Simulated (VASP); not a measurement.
# BN (P1) in VASP: notebook

BN is run at these levels: PBE; tasks: single point.

Everything below comes from runs of VASP 6.6.1. Logs are shortened: lines on timing, memory, paths and dates and some standing lists are left out, and cuts for length are marked.

### 1 The cell of the first run

The typed cell holds 4 atoms: a = 2.554 Å, b = 2.554 Å, c = 4.227 Å, α = 90.00°, β = 90.00°, γ = 120.00°.

### 2 Single point, PBE (all B atoms moved +0.050 Å, as atom 1 along Cartesian [1 1 1])

INCAR

```
SYSTEM = BN
PREC = Accurate
ENCUT = 520
EDIFF = 1E-7
ISMEAR = 0
SIGMA = 0.05
LREAL = .FALSE.
LASPH = .TRUE.
NELM = 80
ALGO = Normal
ISIF = 2
LWAVE = .FALSE.
LCHARG = .FALSE.
GGA = PE
NBANDS = 16
```

KPOINTS

```
regular mesh
0
G
  12 12 6
  0 0 0
```

POSCAR

```
BN
1.0
    2.5539396017      0.0000000000      0.0000000000
   -1.2769698009      2.2117765748      0.0000000000
    0.0000000000      0.0000000000      4.2268550000
B N
2 2
Direct
    0.6844956631      0.3463850646      1.0065535490
    0.3511623298      0.6797183979      0.5065535490
    0.6666666667      0.3333333333      0.6252760000
    0.3333333333      0.6666666667      0.1252760000
```

Potentials or basis: VASP PAW PBE potentials, release 64 (B, N).

The run is started by

```
$ cat potpaw_PBE.64/B/POTCAR potpaw_PBE.64/N/POTCAR > POTCAR
$ mpirun -np 1 vasp_std > vasp.out
```

OUTCAR:

```text
SYSTEM = BN
   PREC = Accurate
   ENCUT = 520
   EDIFF = 1E-7
   ISMEAR = 0
   LREAL = .FALSE.
   LASPH = .TRUE.
   NELM = 80
   ISIF = 2
   GGA = PE

 ion  position               nearest neighbor table
   1  0.684  0.346  0.007-   4 1.52   4 1.57   4 1.59   3 1.61
   2  0.351  0.680  0.507-   3 1.53   3 1.55   3 1.59   4 1.61
   3  0.667  0.333  0.625-   2 1.53   2 1.55   2 1.59   1 1.61
   4  0.333  0.667  0.125-   1 1.52   1 1.57   1 1.59   2 1.61

  LATTYP: Found a hexagonal cell.
 ALAT       =     2.5539396017
 C/A-ratio  =     1.6550332659

  Lattice vectors:

 A1 = (   2.5539396017,   0.0000000000,   0.0000000000)
 A2 = (  -1.2769698009,   2.2117765748,   0.0000000000)
 A3 = (   0.0000000000,   0.0000000000,   4.2268550000)

Analysis of symmetry for initial positions (statically):
=====================================================================
 Subroutine PRICEL returns:
 Original cell was already a primitive cell.

 Routine SETGRP: Setting up the symmetry group for a
 hexagonal supercell.

 Subroutine GETGRP returns: Found  1 space group operations
 (whereof  1 operations were pure point group operations)
 out of a pool of 24 trial point group operations.

The static configuration has the point symmetry C_1 .

Analysis of symmetry for dynamics (positions and initial velocities):
=====================================================================
 Subroutine PRICEL returns:
 Original cell was already a primitive cell.

 Routine SETGRP: Setting up the symmetry group for a
 hexagonal supercell.

 Subroutine GETGRP returns: Found  1 space group operations
 (whereof  1 operations were pure point group operations)
 out of a pool of 24 trial point group operations.

The dynamic configuration has the point symmetry C_1 .

 Subroutine INISYM returns: Found  1 space group operations
 (whereof  1 operations are pure point group operations),
 and found     1 'primitive' translations

----------------------------------------------------------------------------------------

                                     Primitive cell

  volume of cell :      23.8764

  direct lattice vectors                    reciprocal lattice vectors
     2.553939602  0.000000000  0.000000000     0.391551938  0.226062617  0.000000000
    -1.276969801  2.211776575  0.000000000     0.000000000  0.452125233  0.000000000
     0.000000000  0.000000000  4.226855000     0.000000000  0.000000000  0.236582518

  length of vectors
     2.553939602  2.553939602  4.226855000     0.452125233  0.452125233  0.236582518

  position of ions in fractional coordinates (direct lattice)
     0.684495663  0.346385065  0.006553549
     0.351162330  0.679718398  0.506553549
     0.666666667  0.333333333  0.625276000
     0.333333333  0.666666667  0.125276000

  ion indices of the primitive-cell ions
   primitive index   ion index
                 1           1
                 2           2
                 3           3
                 4           4

----------------------------------------------------------------------------------------

 KPOINTS: regular mesh

Automatic generation of k-mesh.
 Grid dimensions read from file:
 generate k-points for:   12   12    6

 Generating k-lattice:

  Cartesian coordinates                     Fractional coordinates (reciprocal lattice)
     0.032629328  0.018838551  0.000000000     0.083333333  0.000000000  0.000000000
     0.000000000  0.037677103  0.000000000     0.000000000  0.083333333  0.000000000
     0.000000000  0.000000000  0.039430420     0.000000000  0.000000000  0.166666667

  Length of vectors
     0.037677103  0.037677103  0.039430420

  Shift w.r.t. Gamma in fractional coordinates (k-lattice)
     0.000000000  0.000000000  0.000000000

 Subroutine IBZKPT returns following result:
 ===========================================

 Found    436 irreducible k-points:

 Following reciprocal coordinates:
            Coordinates               Weight
  0.000000  0.000000  0.000000      1.000000
  0.083333  0.000000  0.000000      2.000000
  0.000000  0.083333  0.000000      2.000000
 -0.083333  0.083333  0.000000      2.000000
  0.166667  0.000000  0.000000      2.000000
  0.000000  0.166667  0.000000      2.000000
[... 16 lines left out ...]
  0.166667  0.083333  0.000000      2.000000
 -0.083333  0.250000  0.000000      2.000000
 [... further k-points ...]
   k-points           NKPTS =    436   k-points in BZ     NKDIM =    436   number of bands    NBANDS=     16
   number of dos      NEDOS =    301   number of ions     NIONS =      4
   total plane-waves  NPLWV =  12800
   dimension x,y,z NGX =    20 NGY =   20 NGZ =   32
   dimension x,y,z NGXF=    40 NGYF=   40 NGZF=   64
   ions per type =               2   2
   NGX,Y,Z   is equivalent  to a cutoff of  13.02, 13.02, 12.59 a.u.
   NGXF,Y,Z  is equivalent  to a cutoff of  26.04, 26.04, 25.17 a.u.
 SYSTEM =  BN
   PREC   = accura    normal or accurate (medium, high low for compatibility)
   ISTART =      0    job   : 0-new  1-cont  2-samecut
   ICHARG =      2    charge: 1-file 2-atom 10-const
   ISPIN  =      1    spin polarized calculation?
   LNONCOLLINEAR =      F non collinear calculations
   LSORBIT =      F    spin-orbit coupling
   LASPH  =      T    aspherical Exc in radial PAW
   ENCUT  =  520.0 eV  38.22 Ry    6.18 a.u.   4.75  4.75  7.86*2*pi/ulx,y,z
   NELM   =     80;   NELMIN=  2; NELMDL= -5     # of ELM steps
   EDIFF  = 0.1E-06   stopping-criterion for ELM
   LREAL  =      F    real-space projection
   EDIFFG = 0.1E-05   stopping-criterion for IOM
   NSW    =      0    number of steps for IOM
   IBRION =     -1    ionic relax: 0-MD 1-quasi-New 2-CG
   NFREE  =      0    steps in history (QN), initial steepest desc. (CG)
   ISIF   =      2    stress and relaxation
   ISYM   =      2    0-nonsym 1-usesym 2-fastsym
   POTIM  = 0.5000    time-step for ionic-motion
   TEBEG  =    0.0;   TEEND  =   0.0 temperature during run
   PSTRESS=    0.0 pullay stress
   NELECT =      16.0000    total number of electrons
   NUPDOWN=      -1.0000    fix difference up-down
   EMIN   =  10.00;   EMAX   =-10.00  energy-range for DOS
   EFERMI =   0.00;   METHOD = LEGACY
   ISMEAR =     0;   SIGMA  =   0.05  broadening in eV -4-tet -1-fermi 0-gaus
   EFERMI_NEDOS =   21; number of points for ismear=-14 and -15
[... 41 lines left out ...]
      2      -8.7608      2.00000
      3      -3.3196      2.00000
      4       5.2106      2.00000
      5       5.2187      2.00000
      6       7.1907      2.00000
[... 8 lines left out ...]
     15      19.3238      0.00000
     16      23.3894      0.00000

 k-point     2 :       0.0833    0.0000    0.0000
  band No.  band energies     occupation
      1     -12.7142      2.00000
      2      -8.6470      2.00000
      3      -3.1688      2.00000
      4       4.5438      2.00000
      5       4.9378      2.00000
      6       6.7116      2.00000
[... 8 lines left out ...]
     15      19.6929      0.00000
     16      23.1685      0.00000

 k-point     3 :       0.0000    0.0833    0.0000
  band No.  band energies     occupation
      1     -12.7142      2.00000
      2      -8.6470      2.00000
      3      -3.1688      2.00000
      4       4.5423      2.00000
      5       4.9370      2.00000
      6       6.7362      2.00000
[... 8 lines left out ...]
     15      19.7344      0.00000
     16      23.1690      0.00000

 k-point     4 :      -0.0833    0.0833    0.0000
  band No.  band energies     occupation
      1     -12.7142      2.00000
      2      -8.6470      2.00000
      3      -3.1688      2.00000
      4       4.5404      2.00000
      5       4.9369      2.00000
      6       6.7638      2.00000
[... 8 lines left out ...]
     15      19.7689      0.00000
     16      23.1695      0.00000

 k-point     5 :       0.1667    0.0000    0.0000
  band No.  band energies     occupation
      1     -12.2701      2.00000
      2      -8.3213      2.00000
      3      -2.7225      2.00000
      4       2.9149      2.00000
      5       4.2890      2.00000
      6       5.3329      2.00000
[... 8 lines left out ...]
     15      20.8359      0.00000
     16      22.5268      0.00000

 k-point     6 :       0.0000    0.1667    0.0000
  band No.  band energies     occupation
      1     -12.2702      2.00000
      2      -8.3214      2.00000
      3      -2.7225      2.00000
      4       2.9143      2.00000
      5       4.2736      2.00000
      6       5.3628      2.00000
[... 8 lines left out ...]
     15      20.8763      0.00000
     16      22.5313      0.00000

 k-point     7 :      -0.1667    0.1667    0.0000
  band No.  band energies     occupation
      1     -12.2702      2.00000
      2      -8.3215      2.00000
      3      -2.7225      2.00000
      4       2.9137      2.00000
      5       4.2594      2.00000
      6       5.3917      2.00000
[... 8 lines left out ...]
     15      20.9126      0.00000
     16      22.5363      0.00000

 k-point     8 :       0.2500    0.0000    0.0000
  band No.  band energies     occupation
      1     -11.5490      2.00000
      2      -7.8455      2.00000
      3      -2.0021      2.00000
      4       0.9769      2.00000
      5       3.5049      2.00000
      6       3.6384      2.00000
[... 8 lines left out ...]
     15      22.3212      0.00000
     16      22.5937      0.00000

 k-point     9 :       0.0000    0.2500    0.0000
  band No.  band energies     occupation
      1     -11.5491      2.00000
      2      -7.8457      2.00000
      3      -2.0020      2.00000
      4       0.9757      2.00000
      5       3.3977      2.00000
      6       3.7593      2.00000
[... 8 lines left out ...]
     15      22.3070      0.00000
     16      22.6228      0.00000
[... 172 lines left out ...]
 k-point    19 :       0.5000    0.5000    0.0000
  band No.  band energies     occupation
      1      -8.8249      2.00000
      2      -7.5555      2.00000
      3      -2.0212      2.00000
      4      -0.4179      2.00000
      5       0.6814      2.00000
      6       2.4508      2.00000
[... 8 lines left out ...]
     15      23.7248      0.00000
     16      25.3395      0.00000

 k-point    20 :       0.0833    0.0833    0.0000
  band No.  band energies     occupation
      1     -12.4172      2.00000
      2      -8.4268      2.00000
      3      -2.8701      2.00000
      4       3.5330      2.00000
      5       4.2716      2.00000
      6       5.9171      2.00000
[... 8 lines left out ...]
     15      20.7142      0.00000
     16      22.7859      0.00000

 k-point    21 :      -0.0833    0.1667    0.0000
  band No.  band energies     occupation
      1     -12.4173      2.00000
      2      -8.4270      2.00000
      3      -2.8701      2.00000
      4       3.5185      2.00000
      5       4.2906      2.00000
      6       5.9215      2.00000
[... 8 lines left out ...]
     15      20.7230      0.00000
     16      22.7881      0.00000

 k-point    22 :      -0.1667    0.0833    0.0000
  band No.  band energies     occupation
      1     -12.4173      2.00000
      2      -8.4269      2.00000
      3      -2.8701      2.00000
      4       3.5256      2.00000
      5       4.2814      2.00000
      6       5.9189      2.00000
[... 8 lines left out ...]
     15      20.7193      0.00000
     16      22.7871      0.00000

 k-point    23 :       0.1667    0.0833    0.0000
  band No.  band energies     occupation
      1     -11.8341      2.00000
      2      -8.0222      2.00000
      3      -2.2854      2.00000
      4       1.9034      2.00000
      5       3.2627      2.00000
      6       4.6093      2.00000
[... 8 lines left out ...]
     15      22.0342      0.00000
     16      22.5229      0.00000

 k-point    24 :      -0.0833    0.2500    0.0000
  band No.  band energies     occupation
      1     -11.8342      2.00000
      2      -8.0226      2.00000
      3      -2.2853      2.00000
      4       1.8951      2.00000
      5       3.2716      2.00000
      6       4.6166      2.00000
[... 8 lines left out ...]
     15      22.0291      0.00000
     16      22.5330      0.00000

 [... further k-points ...]
[... 5 lines left out ...]
  --------------------------------------------------------------------------------------
  -------------------------------------------------------------------------------------
  Total        0.2417921      0.2414345      0.0631593      0.0469349      0.1480139      0.1480208
  in kB       16.2249546     16.2009597      4.2381738      3.1494666      9.9321610      9.9326276
  external PRESSURE =      12.2213627 kB  Pullay stress =       0.0000000 kB

 VOLUME and BASIS-vectors are now :
 -----------------------------------------------------------------------------
  energy-cutoff  :      520.00
  volume of cell :       23.88
      direct lattice vectors                 reciprocal lattice vectors
     2.553939602  0.000000000  0.000000000     0.391551938  0.226062617  0.000000000
    -1.276969801  2.211776575  0.000000000     0.000000000  0.452125233  0.000000000
     0.000000000  0.000000000  4.226855000     0.000000000  0.000000000  0.236582518

 POSITION                                       TOTAL-FORCE (eV/Angst)
 -----------------------------------------------------------------------------------
      1.30584      0.76613      0.02770        -0.806577     -0.746100     -0.645262
      0.02887      1.50339      2.14113        -0.685596     -0.746057     -0.642461
      1.27697      0.73726      2.64295         0.681397      0.746058      0.642435
     -0.00000      1.47452      0.52952         0.810776      0.746100      0.645288
 -----------------------------------------------------------------------------------
    total drift:                                0.000084      0.000084      0.000265

  FREE ENERGIE OF THE ION-ELECTRON SYSTEM (eV)
  ---------------------------------------------------
  free  energy   TOTEN  =       -34.7722311088 eV

  energy  without entropy=      -34.7722311088  energy(sigma->0) =      -34.77223111
```

It took 3.7 min on 1 thread of AMD EPYC 7R13, shared host; peak memory 0.21 GiB.

What came out:

| Property | Result |
| --- | --- |
| Free energy | -34.7722 eV |
| Pressure | 1.2 GPa |
| Largest force | 1.277 eV/Å |
| Band gap on the k mesh | 5.34 eV, indirect (least direct gap 8.08 eV) |

Forces in eV/Å, atoms in the order of the input:
```
B   -0.807 -0.746 -0.645
B   -0.686 -0.746 -0.642
N    0.681  0.746  0.642
N    0.811  0.746  0.645
```

Caveat: the cell differs from its parent crystal (all B atoms moved +0.050 Å, as atom 1 along Cartesian [1 1 1]); forces of over 1 eV/Å act on the atoms, so gaps and moduli don't describe the material at rest.

### 3 Single point, PBE (all B atoms moved -0.150 Å, as atom 1 along Cartesian [1 1 1])

INCAR

```
PREC = Accurate
ENCUT = 520
EDIFF = 1E-7
ISMEAR = 0
SIGMA = 0.05
LREAL = False
LASPH = True
NELM = 80
ALGO = Normal
ISIF = 2
LWAVE = False
LCHARG = False
GGA = PE
NBANDS = 16
```

KPOINTS

```
Automatic mesh
0
Gamma
  12 12 6
```

Edit POSCAR of step 2 so:

```diff
@@ -8,4 +8,4 @@
 Direct
-    0.6844956631      0.3463850646      1.0065535490
-    0.3511623298      0.6797183979      0.5065535490
+    0.6131796773      0.2941781396      0.9792353529
+    0.2798463439      0.6275114729      0.4792353529
     0.6666666667      0.3333333333      0.6252760000
```

Potentials or basis: VASP PAW PBE potentials, release 64 (B, N).

The run is started by

```
$ cat potpaw_PBE.64/B/POTCAR potpaw_PBE.64/N/POTCAR > POTCAR
$ mpirun -np 1 vasp_std > vasp.out
```

Wall time 4 min (1 thread of AMD EPYC 7R13, shared host); peak memory 0.21 GiB.

Results (log left out):

| Item | Value |
| --- | --- |
| Free energy | -34.3452 eV |
| Pressure | 5.1 GPa |
| Largest force | 3.301 eV/Å |
| Band gap on the k mesh | 3.41 eV, indirect (least direct gap 6.97 eV) |

Forces on the atoms (eV/Å):
```
B    1.263  1.675  1.962
B    2.091  1.676  1.895
N   -2.124 -1.676 -1.891
N   -1.231 -1.675 -1.965
```

Stress tensor (GPa, compression positive):
```
 4.90  2.46 -2.29
 2.46  4.77 -2.28
-2.29 -2.28  5.59
```

Levels at points of the mesh, in eV from the valence-band top:
```tsv
k point	band 5	band 6	band 7	band 8	band 9	band 10	band 11	band 12
(0.00, 0.00, 0.00)	-2.89	-2.07	-0.16	0.00	7.16	7.20	8.27	8.73
(0.50, 0.00, 0.00)	-7.74	-5.76	-5.53	-2.26	5.96	6.54	8.57	10.35
(0.00, 0.50, 0.00)	-7.84	-5.83	-5.37	-2.18	5.74	6.31	8.46	10.74
(0.50, 0.50, 0.00)	-7.96	-5.87	-5.24	-2.10	5.52	6.08	8.44	11.01
(0.00, 0.00, 0.50)	-2.47	-2.38	-0.86	-0.82	7.50	7.76	8.46	9.12
(0.50, 0.00, 0.50)	-5.05	-4.54	-4.48	-3.77	5.40	6.01	8.80	10.20
(0.00, 0.50, 0.50)	-5.28	-4.82	-4.05	-3.61	5.37	5.80	8.79	9.73
(0.50, 0.50, 0.50)	-5.29	-5.11	-3.70	-3.55	5.38	5.54	8.94	9.27
```

Caveat: the cell differs from its parent crystal (all B atoms moved -0.150 Å, as atom 1 along Cartesian [1 1 1]); forces of over 1 eV/Å act on the atoms, so gaps and moduli don't describe the material at rest. A k mesh can miss the band edges.

### 4 Single point, PBE (all B atoms moved +0.100 Å, as atom 1 along Cartesian [1 1 1])

INCAR

```
  PREC = Accurate
  ENCUT = 520
  EDIFF = 1E-6
  ISMEAR = 0
  SIGMA = 0.05
  LREAL = False
  LASPH = True
  NELM = 60
  ALGO = Normal
  ISIF = 2
  LWAVE = False
  LCHARG = True
  GGA = PE
  LELF = True
  LVHAR = True
  NBANDS = 16
```

KPOINTS is that of step 3.

Edit POSCAR of step 3 so:

```diff
@@ -8,4 +8,4 @@
 Direct
-    0.6131796773      0.2941781396      0.9792353529
-    0.2798463439      0.6275114729      0.4792353529
+    0.7023246596      0.3594367959      1.0133830981
+    0.3689913263      0.6927701292      0.5133830981
     0.6666666667      0.3333333333      0.6252760000
```

The run is started by

```
$ cat potpaw_PBE.64/B/POTCAR potpaw_PBE.64/N/POTCAR > POTCAR
$ mpirun -np 1 vasp_std > vasp.out
```

Wall time 3.7 min (1 thread of AMD EPYC 7R13, shared host); peak memory 0.21 GiB.

It converged, with:

```yaml
Free_energy: -34.5833 eV
Pressure: 3.8 GPa
Largest_force: 2.751 eV/Å
Band_gap_on_the_k_mesh: 5.28 eV, indirect (least direct gap 7.53 eV)
```

Forces in eV/Å, atoms in the order of the input:
```
B   -1.828 -1.571 -1.302
B   -1.313 -1.570 -1.279
N    1.296  1.570  1.279
N    1.845  1.571  1.302
```

Stress tensor (GPa, compression positive):
```
4.44 1.31 2.16
1.31 4.40 2.16
2.16 2.16 2.59
```

Levels at points of the mesh, in eV from the valence-band top:
| k point | band 6 | band 7 | band 8 | band 9 | band 10 | band 11 |
| --- | --- | --- | --- | --- | --- | --- |
| (0.00, 0.00, 0.00) | -0.76 | -0.57 | 0.00 | 7.53 | 7.80 | 7.84 |
| (0.50, 0.00, 0.00) | -5.61 | -4.43 | -2.91 | 6.16 | 7.58 | 10.76 |
| (0.00, 0.50, 0.00) | -5.52 | -4.47 | -2.85 | 6.06 | 7.44 | 10.50 |
| (0.50, 0.50, 0.00) | -5.44 | -4.51 | -2.79 | 5.96 | 7.31 | 10.38 |
| (0.00, 0.00, 0.50) | -2.45 | -1.16 | -1.14 | 8.14 | 8.35 | 8.77 |
| (0.50, 0.00, 0.50) | -4.15 | -3.67 | -3.63 | 5.73 | 6.19 | 8.80 |
| (0.00, 0.50, 0.50) | -4.32 | -3.58 | -3.53 | 5.75 | 6.09 | 8.80 |
| (0.50, 0.50, 0.50) | -4.51 | -3.48 | -3.46 | 5.82 | 5.94 | 8.90 |

Caveat: the cell differs from its parent crystal (all B atoms moved +0.100 Å, as atom 1 along Cartesian [1 1 1]); forces of over 1 eV/Å act on the atoms, so gaps and moduli don't describe the material at rest.
